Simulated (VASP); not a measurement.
# PbSe (Cmc2_1) in VASP: a series of runs, part 2 of 2

VASP 6.6.1. The steps go on from the part before.

## Step 4: Single point, PBE+D3(BJ) (all Pb atoms moved -0.300 Å, as atom 1 along Cartesian [0 0 1])

The input, INCAR:

```
PREC = Accurate
ENCUT = 520
EDIFF = 1E-6
ISMEAR = 0
SIGMA = 0.05
LREAL = False
LASPH = True
NELM = 80
ALGO = Normal
ISIF = 2
LWAVE = False
LCHARG = True
GGA = PE
IVDW = 12
LELF = True
LVHAR = True
NBANDS = 28
```

The input, KPOINTS:

```
regular mesh
0
Gamma
  8 8 6
```

The input, POSCAR:

```
PbSe
1.0
    2.1548765900     -6.1339473500      0.0000000000
    2.1548765900      6.1339473500      0.0000000000
    0.0000000000      0.0000000000      4.4504935700
Pb Se
2 2
Direct
    0.6317607300      0.3682392700      0.6825917462
    0.3682392700      0.6317607300      0.1825917462
    0.8612899600      0.1387100400      0.7500000000
    0.1387100400      0.8612899600      0.2500000000
```

Potentials or basis: VASP PAW PBE potentials, release 64 (Pb_d, Se).

Command:

```
cat potpaw_PBE.64/Pb_d/POTCAR potpaw_PBE.64/Se/POTCAR > POTCAR
mpirun -np 1 vasp_std > vasp.out
```

OUTCAR:

```text
PREC = Accurate
   ENCUT = 520
   EDIFF = 1E-6
   ISMEAR = 0
   LREAL = False
   LASPH = True
   NELM = 80
   ISIF = 2
   GGA = PE
   IVDW = 12
 IVDW          = 12

 ion  position               nearest neighbor table
   1  0.632  0.368  0.683-   3 2.83   4 2.89   4 2.89   4 3.32   4 3.32   2 3.92   2 3.92
   2  0.368  0.632  0.183-   4 2.83   3 2.89   3 2.89   3 3.32   3 3.32   1 3.92   1 3.92
   3  0.861  0.139  0.750-   1 2.83   2 2.89   2 2.89   2 3.32   2 3.32
   4  0.139  0.861  0.250-   2 2.83   1 2.89   1 2.89   1 3.32   1 3.32

  LATTYP: Found a base centered orthorhombic cell.
 ALAT       =     4.3097531800
 B/A-ratio  =     2.8465422932
 C/A-ratio  =     1.0326562530

  Lattice vectors:

 A1 = (   2.1548765900,  -6.1339473500,   0.0000000000)
 A2 = (   2.1548765900,   6.1339473500,   0.0000000000)
 A3 = (   0.0000000000,   0.0000000000,   4.4504935700)

Analysis of symmetry for initial positions (statically):
=====================================================================
 Subroutine PRICEL returns:
 Original cell was already a primitive cell.

 Routine SETGRP: Setting up the symmetry group for a
 base centered orthorhombic supercell.

 Subroutine GETGRP returns: Found  4 space group operations
 (whereof  2 operations were pure point group operations)
 out of a pool of  8 trial point group operations.

The static configuration has the point symmetry C_1h.
 The point group associated with its full space group is C_2v.

Analysis of symmetry for dynamics (positions and initial velocities):
=====================================================================
 Subroutine PRICEL returns:
 Original cell was already a primitive cell.

 Routine SETGRP: Setting up the symmetry group for a
 base centered orthorhombic supercell.

 Subroutine GETGRP returns: Found  4 space group operations
 (whereof  2 operations were pure point group operations)
 out of a pool of  8 trial point group operations.

The dynamic configuration has the point symmetry C_1h.
 The point group associated with its full space group is C_2v.

 Subroutine INISYM returns: Found  4 space group operations
 (whereof  2 operations are pure point group operations),
 and found     1 'primitive' translations

----------------------------------------------------------------------------------------

                                     Primitive cell

  volume of cell :     117.6524

  direct lattice vectors                    reciprocal lattice vectors
     2.154876590 -6.133947350  0.000000000     0.232031849 -0.081513579  0.000000000
     2.154876590  6.133947350  0.000000000     0.232031849  0.081513579  0.000000000
     0.000000000  0.000000000  4.450493570     0.000000000  0.000000000  0.224694179

  length of vectors
     6.501446240  6.501446240  4.450493570     0.245933411  0.245933411  0.224694179

  position of ions in fractional coordinates (direct lattice)
     0.631760730  0.368239270  0.682591746
     0.368239270  0.631760730  0.182591746
     0.861289960  0.138710040  0.750000000
     0.138710040  0.861289960  0.250000000

  ion indices of the primitive-cell ions
[... 25 lines left out ...]
     0.000000000  0.000000000  0.000000000

 Subroutine IBZKPT returns following result:
 ===========================================

 Found     84 irreducible k-points:

 Following reciprocal coordinates:
            Coordinates               Weight
  0.000000  0.000000  0.000000      1.000000
  0.125000  0.000000  0.000000      4.000000
  0.250000  0.000000  0.000000      4.000000
  0.375000  0.000000  0.000000      4.000000
  0.500000  0.000000  0.000000      2.000000
  0.125000  0.125000  0.000000      2.000000
[... 16 lines left out ...]
  0.125000  0.000000  0.166667      8.000000
  0.250000  0.000000  0.166667      8.000000
 [... further k-points ...]
   k-points           NKPTS =     84   k-points in BZ     NKDIM =     84   number of bands    NBANDS=     28
   number of dos      NEDOS =    301   number of ions     NIONS =      4
   total plane-waves  NPLWV =  82944
   dimension x,y,z NGX =    48 NGY =   48 NGZ =   36
   dimension x,y,z NGXF=    96 NGYF=   96 NGZF=   72
   ions per type =               2   2
   NGX,Y,Z   is equivalent  to a cutoff of  12.27, 12.27, 13.45 a.u.
   NGXF,Y,Z  is equivalent  to a cutoff of  24.55, 24.55, 26.90 a.u.
 SYSTEM =  unknown system
   PREC   = accura    normal or accurate (medium, high low for compatibility)
   ISTART =      0    job   : 0-new  1-cont  2-samecut
   ICHARG =      2    charge: 1-file 2-atom 10-const
   ISPIN  =      1    spin polarized calculation?
   LNONCOLLINEAR =      F non collinear calculations
   LSORBIT =      F    spin-orbit coupling
   LASPH  =      T    aspherical Exc in radial PAW
   ENCUT  =  520.0 eV  38.22 Ry    6.18 a.u.  12.09 12.09  8.27*2*pi/ulx,y,z
   NELM   =     80;   NELMIN=  2; NELMDL= -5     # of ELM steps
   EDIFF  = 0.1E-05   stopping-criterion for ELM
   LREAL  =      F    real-space projection
   EDIFFG = 0.1E-04   stopping-criterion for IOM
   NSW    =      0    number of steps for IOM
   IBRION =     -1    ionic relax: 0-MD 1-quasi-New 2-CG
   NFREE  =      0    steps in history (QN), initial steepest desc. (CG)
   ISIF   =      2    stress and relaxation
   ISYM   =      2    0-nonsym 1-usesym 2-fastsym
   POTIM  = 0.5000    time-step for ionic-motion
   TEBEG  =    0.0;   TEEND  =   0.0 temperature during run
   PSTRESS=    0.0 pullay stress
   NELECT =      40.0000    total number of electrons
   NUPDOWN=      -1.0000    fix difference up-down
   EMIN   =  10.00;   EMAX   =-10.00  energy-range for DOS
   EFERMI =   0.00;   METHOD = LEGACY
   ISMEAR =     0;   SIGMA  =   0.05  broadening in eV -4-tet -1-fermi 0-gaus
   EFERMI_NEDOS =   21; number of points for ismear=-14 and -15
   IALGO  =     38    algorithm
   IMIX   =      4    mixing-type and parameters
     AMIX     =   0.40;   BMIX     =  1.00
     AMIX_MAG =   1.60;   BMIX_MAG =  1.00
  volume/ion in A,a.u.               =      29.41       198.49
  Fermi-wavevector in a.u.,A,eV,Ry     =   1.142601  2.159203 17.762912  1.305537
  Thomas-Fermi vector in A             =   2.279299
   LORBIT       =      0    0 simple, 1 ext, 2 COOP (PROOUT), +10 PAW based schemes
   GGA     = PE    functional components
   LHFCALC =     F    Hartree Fock is set to
   AEXX    =    0.0000 exact exchange contribution
   IVDW    =    12    specifies the selected vdW correction
   LEPSILON=     F    determine dielectric tensor
   LRPA    =     F    only Hartree local field effects (RPA)
 non-spin polarized calculation
 Gauss-broadening in eV      SIGMA  =   0.05
  energy-cutoff  :      520.00
  volume of cell :      117.65
 maximum number of plane-waves:      3192
   NGX = 25   NGY = 25   NGZ = 17

 number of electron      39.9999997 magnetization

 Free energy of the ion-electron system (eV)
  ---------------------------------------------------
  ext. energy  EPLUGINS =         0.00000000
  ---------------------------------------------------
  free energy    TOTEN  =       -16.13462706 eV

  energy without entropy =      -16.13462706  energy(sigma->0) =      -16.13462706

 E-fermi :   4.4421     XC(G=0):  -9.4046

 val. band max:        4.2071036623   @ k =   0.0000   0.0000   0.5000
 cond. band min:       5.3850387614   @ k =   0.3750   0.3750   0.0000
 fundamental gap:      1.1779350991
 Fermi energy:         4.4421015840

 k-point     1 :       0.0000    0.0000    0.0000
  band No.  band energies     occupation
      1     -12.1785      2.00000
      2     -12.0813      2.00000
      3     -12.0806      2.00000
      4     -12.0644      2.00000
      5     -12.0575      2.00000
      6     -12.0485      2.00000
[... 733 lines left out ...]
     27      11.3568      0.00000
     28      11.9071      0.00000

 [... further k-points ...]

------------------------ aborting loop because EDIFF is reached ----------------------------------------

 Edisp (eV)   -1.44148

 E8    (eV) :    -0.6741

  FORCE on cell =-STRESS in cart. coord.  units (eV):
  Direction    XX          YY          ZZ          XY          YZ          ZX
  --------------------------------------------------------------------------------------
  -------------------------------------------------------------------------------------
  Total       0.22955    -0.46446     0.74105     0.00000     0.00000     0.00000
  in kB       3.12602    -6.32499    10.09158     0.00000     0.00000     0.00000
  external pressure =        2.30 kB  Pullay stress =        0.00 kB

 VOLUME and BASIS-vectors are now :
 -----------------------------------------------------------------------------
  energy-cutoff  :      520.00
  volume of cell :      117.65
      direct lattice vectors                 reciprocal lattice vectors
     2.154876590 -6.133947350  0.000000000     0.232031849 -0.081513579  0.000000000
     2.154876590  6.133947350  0.000000000     0.232031849  0.081513579  0.000000000
     0.000000000  0.000000000  4.450493570     0.000000000  0.000000000  0.224694179

 POSITION                                       TOTAL-FORCE (eV/Angst)
 -----------------------------------------------------------------------------------
      2.15488     -1.61643      3.03787         0.000000      0.155906      0.288834
      2.15488      1.61643      0.81262         0.000000     -0.155906      0.288834
      2.15488     -4.43227      3.33787         0.000000     -0.085109     -0.288834
      2.15488      4.43227      1.11262         0.000000      0.085109     -0.288834
 -----------------------------------------------------------------------------------
    total drift:                               -0.000000     -0.000000      0.001202

  FREE ENERGIE OF THE ION-ELECTRON SYSTEM (eV)
  ---------------------------------------------------
  free  energy   TOTEN  =       -17.5761077390 eV

  energy  without entropy=      -17.5761077390  energy(sigma->0) =      -17.57610774
```

Wall time 8.3 min (1 thread of Intel Xeon 8259CL, shared host); peak memory 0.45 GiB.

Results:

```yaml
Free_energy: -17.5761 eV
Pressure: 0.2 GPa
Largest_force: 0.328 eV/Å
Band_gap_on_the_k_mesh: 1.18 eV (least direct gap 1.40 eV)
Dispersion_energy_per_atom: -0.360 eV
```

Forces on the atoms (eV/Å):
```
Pb   0.000  0.156  0.289
Pb   0.000 -0.156  0.289
Se   0.000 -0.085 -0.289
Se   0.000  0.085 -0.289
```

Caveat: the cell differs from its parent crystal (all Pb atoms moved -0.300 Å, as atom 1 along Cartesian [0 0 1]); spin-orbit coupling is left out, which moves the levels of the heavy elements. A k mesh can miss the band edges.

## Step 5: Summary

| cell | gap on the mesh (eV) | pressure (GPa) | largest force (eV/Å) |
| --- | --- | --- | --- |
| as given, atomic positions A | 1.16 | 0.0 | 0.25 |
| as given, atomic positions B | 1.14 | -0.5 | 0.16 |
| as given, atomic positions C | 1.18 | 0.2 | 0.33 |

Alike in all rows: task single point; level PBE+D3(BJ); potentials or basis VASP PAW PBE potentials, release 64 (Pb_d, Se); no spin polarisation; k mesh 8 × 8 × 6; cutoff (eV) 520; smearing gaussian 0.05 eV.

Caveats: spin-orbit coupling is left out, which moves the levels of the heavy elements.

Absolute energies hang on the potentials; compare differences alone.
